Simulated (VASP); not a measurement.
# CaAl2Sb2: single point with LDA

Crystal: CaAl2Sb2.

```
Ca Al Sb
1.0
     4.98114    0.00000    0.00000
    -2.49057    4.31379    0.00000
     0.00000    0.00000    6.04447
Ca Al Sb
1 2 2
Direct
  0.00000 0.00000 0.00000
  0.66667 0.33333 0.28404
  0.33333 0.66667 0.71596
  0.66667 0.33333 0.73834
  0.33333 0.66667 0.26166
```

```json
{
 "Program": "VASP 6.6.1",
 "Task": "single point",
 "Functional": "LDA",
 "Potentials or basis": "VASP PAW LDA potentials, release 64 (Ca_sv, Al, Sb)",
 "Cutoff": "500 eV",
 "k mesh": "6 × 6 × 4",
 "Occupations": "methfessel-paxton, width 0.15 eV",
 "Spin": "no spin polarisation"
}
```

```json
{"Pressure": "-2.5 GPa", "Largest force": "0.060 eV/Å", "Band gap on the k mesh": "zero (band 13 reaches 7.04 eV, above the bottom of band 14 at 5.44 eV)"}
```

Forces on the atoms (eV/Å):
```
Ca   0.000  0.000  0.000
Al   0.000  0.000  0.011
Al   0.000  0.000 -0.011
Sb   0.000  0.000  0.060
Sb   0.000  0.000 -0.060
```

Stress tensor (GPa, compression positive):
```
-2.89  0.00  0.00
 0.00 -2.89  0.00
 0.00  0.00 -1.71
```

Levels at points of the mesh, in eV from the Fermi level:
```csv
k point,band 11,band 12,band 13,band 14,band 15,band 16
"(0.00, 0.00, 0.00)",-1.40,-1.40,-0.88,-0.71,0.69,0.69
"(0.50, 0.00, 0.00)",-3.12,-2.25,-2.20,0.86,1.71,1.92
"(0.00, 0.00, 0.50)",-2.63,-2.63,-0.90,-0.62,-0.02,-0.02
"(0.50, 0.00, 0.50)",-1.94,-1.84,-0.53,0.43,1.51,1.57
```

Run time: 19 s on 1 thread of Intel(R) Xeon(R) 6975P-C (Granite Rapids) (shared host), peak memory 0.23 GiB.

Caveat: spin-orbit coupling is left out, which moves the levels of the heavy elements.
